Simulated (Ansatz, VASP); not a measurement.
# SiO2 in VASP and in Ansatz

```xyz
6
Lattice="4.2359 0.0000 0.0000 0.0000 4.1372 0.0000 0.0000 0.0000 2.6898" Properties=species:S:1:pos:R:3 pbc="T T T"
Si    2.1179    2.0686    1.3449
Si    0.0000    0.0000    0.0000
O     2.7382    3.0598    0.0000
O     0.6203    3.1460    1.3449
O     1.4976    1.0774    0.0000
O     3.6156    0.9912    1.3449
```

Change from the starting cell: mode 4 frozen in at -0.279 Å, normal strain along y -0.0233.

Alike in both runs: task single point; functional PBE; k mesh 6 × 6 × 8; occupations gaussian, width 0.05 eV; no spin polarisation.

|  | VASP | Ansatz |
| --- | --- | --- |
| version | VASP 6.6.1 | Ansatz 0.2.0 |
| potentials or method | VASP PAW PBE potentials, release 64 (Si, O), cutoff 520 eV | scalar-relativistic, plane waves, PAW |
| valence electrons in the cell | 32 | 32 |

|  | VASP | Ansatz | Ansatz less VASP |
| --- | --- | --- | --- |
| gap on the k mesh at the Fermi level (eV) | 5.48 | 5.50 | +0.025 |
| least direct gap on the mesh (eV) | 5.48 | 5.50 | +0.025 |
| pressure (GPa) | 1.8 | 1.5 | -0.30 |
| traceless stress, the component that is largest in VASP (GPa) | 7.40 | 7.68 | +0.284 |
| rms of the force components (eV/Å) | 0.584 | 0.581 | -0.0028 |

Atom by atom the forces differ by 0.009 eV/Å (rms over components). The functional is the same, so the differences come from potentials, cutoffs and numerics.
